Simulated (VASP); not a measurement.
Write the native input for VASP 6.6.1 that does the following.

```yaml
Task: single point
Functional: LDA
Potentials_or_basis: VASP PAW LDA potentials, release 64 (Re)
Cutoff: 520 eV
k_mesh: 14 × 14 × 14
Occupations: fermi-dirac, width 0.03 eV
Spin: no spin polarisation
Dipole_correction: no
Further_INCAR_settings: ALGO = Normal; EDIFF = 1e-07; NBANDS = 10
```

The structure of Re lies in POSCAR:

```
Re
1.0
    0.0000000000      1.9550491410      1.9550491410
    1.9550491410      0.0000000000      1.9550491410
    1.9550491410      1.9550491410      0.0000000000
Re
1
Direct
    0.0000000000      0.0000000000      0.0000000000
```

This cell differs from its parent crystal: volume scaled by 0.97.

These files were run (other wordings do the same):

INCAR

```
SYSTEM = Re
ALGO     = Normal         ! electronic algorithm
EDIFF    = 1E-7           ! SCF threshold, eV
ENCUT    = 520            ! plane-wave cutoff, eV
ISIF     = 2              ! what is computed and relaxed
ISMEAR   = -1             ! smearing method
LASPH    = .TRUE.         ! aspherical terms in the spheres
LCHARG   = .FALSE.        ! write CHGCAR
LREAL    = .FALSE.        ! projectors in reciprocal space
LWAVE    = .FALSE.        ! write WAVECAR
NBANDS   = 10             ! bands
NELM     = 60             ! most SCF steps
PREC     = Accurate       ! precision mode
SIGMA    = 0.03           ! smearing width, eV
```

KPOINTS

```
k-points
0
G
  14 14 14
  0 0 0
```

Potentials or basis: VASP PAW LDA potentials, release 64 (Re).

Command:

```bash
$ cat potpaw_LDA.64/Re/POTCAR > POTCAR
$ mpirun -np 1 vasp_std > vasp.out
```

It gave:

```
Pressure : -13.4 GPa
```

It took 22 s on 1 thread of Intel Xeon 6975P-C, on a shared host, peak memory 0.14 GiB.
